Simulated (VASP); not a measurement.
# SnO (P6_3mc) in VASP: settings compared

The runs below take SnO through single point, relaxation of cell and atoms, with LDA, PBE.

Program: VASP 6.6.1. These are calculated values, not measurements. Logs are shortened: lines on timing, memory, paths and dates and some standing lists are left out, and cuts for length are marked.

## Step 1: The cell of the first run

It takes space group P6_3mc (No. 186, hexagonal). Conventional cell: a = 3.298 Å, b = 3.298 Å, c = 9.216 Å, α = 90.00°, β = 90.00°, γ = 120.00°. Sn (site symmetry 3m) has 3 O at 2.16 Å within 2.9 Å. O (site symmetry 3m) has 3 Sn at 2.16 Å within 2.9 Å.

## Step 2: Single point, LDA

Input file INCAR:

```
PREC     = Accurate       # precision mode
ENCUT    = 520            # plane-wave cutoff, eV
EDIFF    = 1E-6           # SCF threshold, eV
ISMEAR   = 0              # smearing method
SIGMA    = 0.01           # smearing width, eV
LREAL    = False          # projectors in reciprocal space
LASPH    = True           # aspherical terms in the spheres
NELM     = 60             # most SCF steps
ALGO     = Normal         # electronic algorithm
ISIF     = 2              # what is computed and relaxed
LWAVE    = False          # write WAVECAR
LCHARG   = True           # write CHGCAR
LELF     = True           # ELF
LVHAR    = True         
NBANDS   = 28             # bands
```

Input file KPOINTS:

```
Automatic mesh
0
Gamma
  12 12 4
```

Input file POSCAR:

```
SnO
1.0
    3.2981563320      0.0000000000      0.0000000000
   -1.6490781660      2.8562871691      0.0000000000
    0.0000000000      0.0000000000      9.2163701104
Sn O
2 2
Direct
    0.3333333333      0.6666666667     -0.0066374682
    0.6666666667      0.3333333333      0.4933625318
    0.3333333333      0.6666666667      0.3816374682
    0.6666666667      0.3333333333      0.8816374682
```

Potentials or basis: VASP PAW LDA potentials, release 64 (Sn_d, O).

Command:

```bash
cat potpaw_LDA.64/Sn_d/POTCAR potpaw_LDA.64/O/POTCAR > POTCAR
mpirun -np 1 vasp_std > vasp.out
```

OUTCAR:

```text
PREC = Accurate
   ENCUT = 520
   EDIFF = 1E-6
   ISMEAR = 0
   LREAL = False
   LASPH = True
   NELM = 60
   ISIF = 2

 ion  position               nearest neighbor table
   1  0.333  0.667  0.993-   4 2.16   4 2.16   4 2.16
   2  0.667  0.333  0.493-   3 2.16   3 2.16   3 2.16
   3  0.333  0.667  0.382-   2 2.16   2 2.16   2 2.16
   4  0.667  0.333  0.882-   1 2.16   1 2.16   1 2.16

  LATTYP: Found a hexagonal cell.
 ALAT       =     3.2981563320
 C/A-ratio  =     2.7944006235

  Lattice vectors:

 A1 = (   3.2981563320,   0.0000000000,   0.0000000000)
 A2 = (  -1.6490781660,   2.8562871691,   0.0000000000)
 A3 = (   0.0000000000,   0.0000000000,   9.2163701104)

Analysis of symmetry for initial positions (statically):
=====================================================================
 Subroutine PRICEL returns:
 Original cell was already a primitive cell.

 Routine SETGRP: Setting up the symmetry group for a
 hexagonal supercell.

 Subroutine GETGRP returns: Found 12 space group operations
 (whereof  6 operations were pure point group operations)
 out of a pool of 24 trial point group operations.

The static configuration has the point symmetry C_3v.
 The point group associated with its full space group is C_6v.

Analysis of symmetry for dynamics (positions and initial velocities):
=====================================================================
 Subroutine PRICEL returns:
 Original cell was already a primitive cell.

 Routine SETGRP: Setting up the symmetry group for a
 hexagonal supercell.

 Subroutine GETGRP returns: Found 12 space group operations
 (whereof  6 operations were pure point group operations)
 out of a pool of 24 trial point group operations.

The dynamic configuration has the point symmetry C_3v.
 The point group associated with its full space group is C_6v.

 Subroutine INISYM returns: Found 12 space group operations
 (whereof  6 operations are pure point group operations),
 and found     1 'primitive' translations

----------------------------------------------------------------------------------------

                                     Primitive cell

  volume of cell :      86.8226

  direct lattice vectors                    reciprocal lattice vectors
     3.298156332  0.000000000  0.000000000     0.303199697  0.175052427  0.000000000
    -1.649078166  2.856287169  0.000000000     0.000000000  0.350104853  0.000000000
     0.000000000  0.000000000  9.216370110     0.000000000  0.000000000  0.108502587

  length of vectors
     3.298156332  3.298156332  9.216370110     0.350104853  0.350104853  0.108502587

  position of ions in fractional coordinates (direct lattice)
     0.333333333  0.666666667  0.993362532
     0.666666667  0.333333333  0.493362532
     0.333333333  0.666666667  0.381637468
     0.666666667  0.333333333  0.881637468

  ion indices of the primitive-cell ions
   primitive index   ion index
                 1           1
                 2           2
                 3           3
                 4           4

----------------------------------------------------------------------------------------

 KPOINTS: Automatic mesh

Automatic generation of k-mesh.
 Grid dimensions read from file:
 generate k-points for:   12   12    4

 Generating k-lattice:

  Cartesian coordinates                     Fractional coordinates (reciprocal lattice)
     0.025266641  0.014587702  0.000000000     0.083333333  0.000000000  0.000000000
     0.000000000  0.029175404  0.000000000     0.000000000  0.083333333  0.000000000
     0.000000000  0.000000000  0.027125647     0.000000000  0.000000000  0.250000000

  Length of vectors
     0.029175404  0.029175404  0.027125647

  Shift w.r.t. Gamma in fractional coordinates (k-lattice)
     0.000000000  0.000000000  0.000000000

 Subroutine IBZKPT returns following result:
 ===========================================

 Found     57 irreducible k-points:

 Following reciprocal coordinates:
            Coordinates               Weight
  0.000000  0.000000  0.000000      1.000000
  0.083333 -0.000000  0.000000      6.000000
  0.166667 -0.000000  0.000000      6.000000
  0.250000 -0.000000  0.000000      6.000000
  0.333333 -0.000000  0.000000      6.000000
  0.416667  0.000000  0.000000      6.000000
[... 16 lines left out ...]
  0.250000 -0.000000  0.250000     12.000000
  0.333333 -0.000000  0.250000     12.000000
 [... further k-points ...]
   k-points           NKPTS =     57   k-points in BZ     NKDIM =     57   number of bands    NBANDS=     28
   number of dos      NEDOS =    301   number of ions     NIONS =      4
   total plane-waves  NPLWV =  54880
   dimension x,y,z NGX =    28 NGY =   28 NGZ =   70
   dimension x,y,z NGXF=    56 NGYF=   56 NGZF=  140
   ions per type =               2   2
   NGX,Y,Z   is equivalent  to a cutoff of  14.11, 14.11, 12.63 a.u.
   NGXF,Y,Z  is equivalent  to a cutoff of  28.23, 28.23, 25.25 a.u.
 SYSTEM =  unknown system
   PREC   = accura    normal or accurate (medium, high low for compatibility)
   ISTART =      0    job   : 0-new  1-cont  2-samecut
   ICHARG =      2    charge: 1-file 2-atom 10-const
   ISPIN  =      1    spin polarized calculation?
   LNONCOLLINEAR =      F non collinear calculations
   LSORBIT =      F    spin-orbit coupling
   LASPH  =      T    aspherical Exc in radial PAW
   ENCUT  =  520.0 eV  38.22 Ry    6.18 a.u.   6.13  6.13 17.14*2*pi/ulx,y,z
   NELM   =     60;   NELMIN=  2; NELMDL= -5     # of ELM steps
   EDIFF  = 0.1E-05   stopping-criterion for ELM
   LREAL  =      F    real-space projection
   EDIFFG = 0.1E-04   stopping-criterion for IOM
   NSW    =      0    number of steps for IOM
   IBRION =     -1    ionic relax: 0-MD 1-quasi-New 2-CG
   NFREE  =      0    steps in history (QN), initial steepest desc. (CG)
   ISIF   =      2    stress and relaxation
   ISYM   =      2    0-nonsym 1-usesym 2-fastsym
   POTIM  = 0.5000    time-step for ionic-motion
   TEBEG  =    0.0;   TEEND  =   0.0 temperature during run
   PSTRESS=    0.0 pullay stress
   NELECT =      40.0000    total number of electrons
   NUPDOWN=      -1.0000    fix difference up-down
   EMIN   =  10.00;   EMAX   =-10.00  energy-range for DOS
   EFERMI =   0.00;   METHOD = LEGACY
   ISMEAR =     0;   SIGMA  =   0.01  broadening in eV -4-tet -1-fermi 0-gaus
   EFERMI_NEDOS =   21; number of points for ismear=-14 and -15
   IALGO  =     38    algorithm
   IMIX   =      4    mixing-type and parameters
     AMIX     =   0.40;   BMIX     =  1.00
     AMIX_MAG =   1.60;   BMIX_MAG =  1.00
  volume/ion in A,a.u.               =      21.71       146.48
  Fermi-wavevector in a.u.,A,eV,Ry     =   1.264398  2.389366 21.751668  1.598702
  Thomas-Fermi vector in A             =   2.397705
   LORBIT       =      0    0 simple, 1 ext, 2 COOP (PROOUT), +10 PAW based schemes
   GGA     = CA    functional components
   LHFCALC =     F    Hartree Fock is set to
   AEXX    =    0.0000 exact exchange contribution
   IVDW    =     0    specifies the selected vdW correction
   LEPSILON=     F    determine dielectric tensor
   LRPA    =     F    only Hartree local field effects (RPA)
 non-spin polarized calculation
 Gauss-broadening in eV      SIGMA  =   0.01
  energy-cutoff  :      520.00
  volume of cell :       86.82
 maximum number of plane-waves:      2376
 NGX is ok and might be reduce to    28
   NGX = 13   NGY = 13   NGZ = 35

 number of electron      39.9999994 magnetization

 Free energy of the ion-electron system (eV)
  ---------------------------------------------------
  ext. energy  EPLUGINS =         0.00000000
  ---------------------------------------------------
  free energy    TOTEN  =       -24.09273347 eV

  energy without entropy =      -24.09273347  energy(sigma->0) =      -24.09273347

 E-fermi :   3.6768     XC(G=0):  -9.4322

 val. band max:        3.5859797564   @ k =   0.3333   0.3333   0.0000
 cond. band min:       4.9003503132   @ k =   0.0000   0.0000   0.0000
 fundamental gap:      1.3143705568
 Fermi energy:         3.6767750392

 k-point     1 :       0.0000    0.0000    0.0000
  band No.  band energies     occupation
      1     -17.1963      2.00000
      2     -17.1963      2.00000
      3     -17.1962      2.00000
      4     -17.1962      2.00000
      5     -17.1863      2.00000
      6     -17.1832      2.00000
[... 20 lines left out ...]
     27      12.1619      0.00000
     28      13.8587      0.00000

 k-point     2 :       0.0833   -0.0000    0.0000
  band No.  band energies     occupation
      1     -17.2451      2.00000
      2     -17.2430      2.00000
      3     -17.1834      2.00000
      4     -17.1833      2.00000
      5     -17.1503      2.00000
      6     -17.1494      2.00000
[... 20 lines left out ...]
     27      12.0788      0.00000
     28      13.9819      0.00000

 k-point     3 :       0.1667   -0.0000    0.0000
  band No.  band energies     occupation
      1     -17.3234      2.00000
      2     -17.3209      2.00000
      3     -17.1483      2.00000
      4     -17.1482      2.00000
      5     -17.1132      2.00000
      6     -17.1122      2.00000
[... 20 lines left out ...]
     27      11.8545      0.00000
     28      14.0611      0.00000

 k-point     4 :       0.2500   -0.0000    0.0000
  band No.  band energies     occupation
      1     -17.4177      2.00000
      2     -17.4155      2.00000
      3     -17.1027      2.00000
      4     -17.1020      2.00000
      5     -17.1018      2.00000
      6     -17.1012      2.00000
[... 578 lines left out ...]
     27      11.8421      0.00000
     28      13.4688      0.00000

 k-point    23 :       0.2500   -0.0000    0.2500
  band No.  band energies     occupation
      1     -17.4174      2.00000
      2     -17.4158      2.00000
      3     -17.1025      2.00000
      4     -17.1020      2.00000
      5     -17.1018      2.00000
      6     -17.1014      2.00000
[... 20 lines left out ...]
     27      11.6287      0.00000
     28      13.2149      0.00000

 k-point    24 :       0.3333   -0.0000    0.2500
  band No.  band energies     occupation
      1     -17.5047      2.00000
      2     -17.5035      2.00000
      3     -17.1209      2.00000
      4     -17.1199      2.00000
      5     -17.0641      2.00000
      6     -17.0638      2.00000
[... 20 lines left out ...]
     27      11.6268      0.00000
     28      12.5192      0.00000

 [... further k-points ...]

------------------------ aborting loop because EDIFF is reached ----------------------------------------

  FORCE on cell =-STRESS in cart. coord.  units (eV):
  Direction    XX          YY          ZZ          XY          YZ          ZX
  --------------------------------------------------------------------------------------
  -------------------------------------------------------------------------------------
  Total       -0.9690912     -0.9690912     -0.9510551      0.0000000     -0.0000000      0.0000000
  in kB      -17.8830758    -17.8830758    -17.5502467      0.0000000     -0.0000000      0.0000000
  external PRESSURE =     -17.7721327 kB  Pullay stress =       0.0000000 kB

 VOLUME and BASIS-vectors are now :
 -----------------------------------------------------------------------------
  energy-cutoff  :      520.00
  volume of cell :       86.82
      direct lattice vectors                 reciprocal lattice vectors
     3.298156332  0.000000000  0.000000000     0.303199697  0.175052427  0.000000000
    -1.649078166  2.856287169  0.000000000     0.000000000  0.350104853  0.000000000
     0.000000000  0.000000000  9.216370110     0.000000000  0.000000000  0.108502587

 POSITION                                       TOTAL-FORCE (eV/Angst)
 -----------------------------------------------------------------------------------
     -0.00000      1.90419      9.15520         0.000000     -0.000000      0.008683
      1.64908      0.95210      4.54701        -0.000000      0.000000      0.008683
     -0.00000      1.90419      3.51731         0.000000     -0.000000     -0.008683
      1.64908      0.95210      8.12550        -0.000000      0.000000     -0.008683
 -----------------------------------------------------------------------------------
    total drift:                               -0.000000      0.000000      0.001392

  FREE ENERGIE OF THE ION-ELECTRON SYSTEM (eV)
  ---------------------------------------------------
  free  energy   TOTEN  =       -24.0927334739 eV

  energy  without entropy=      -24.0927334739  energy(sigma->0) =      -24.09273347
```

Wall time 94 s (1 thread of AMD EPYC 9R45 (Zen 5), shared host); peak memory 0.23 GiB.

Results:

```yaml
Free_energy: -24.0927 eV
Pressure: -1.8 GPa
Largest_force: 0.009 eV/Å
Band_gap_on_the_k_mesh: 1.31 eV (least direct gap 1.64 eV)
```

Forces in eV/Å, atoms in the order of the input:
```
Sn   0.000  0.000  0.009
Sn   0.000  0.000  0.009
O    0.000  0.000 -0.009
O    0.000  0.000 -0.009
```

Levels at points of the mesh, in eV from the valence-band top:
| k point | band 18 | band 19 | band 20 | band 21 | band 22 | band 23 |
| --- | --- | --- | --- | --- | --- | --- |
| (0.00, 0.00, 0.00) | -2.65 | -2.18 | -1.05 | 1.31 | 2.57 | 7.36 |
| (0.50, 0.00, 0.00) | -3.46 | -0.78 | -0.23 | 1.40 | 1.55 | 5.31 |
| (0.00, 0.00, 0.50) | -2.65 | -1.66 | -1.66 | 1.96 | 1.96 | 8.53 |
| (0.50, 0.00, 0.50) | -3.47 | -0.57 | -0.57 | 1.56 | 1.56 | 5.62 |

Caveat: spin-orbit coupling is left out, which moves the levels of the heavy elements. A k mesh can miss the band edges.

(Part 1 of 2 ends here.)
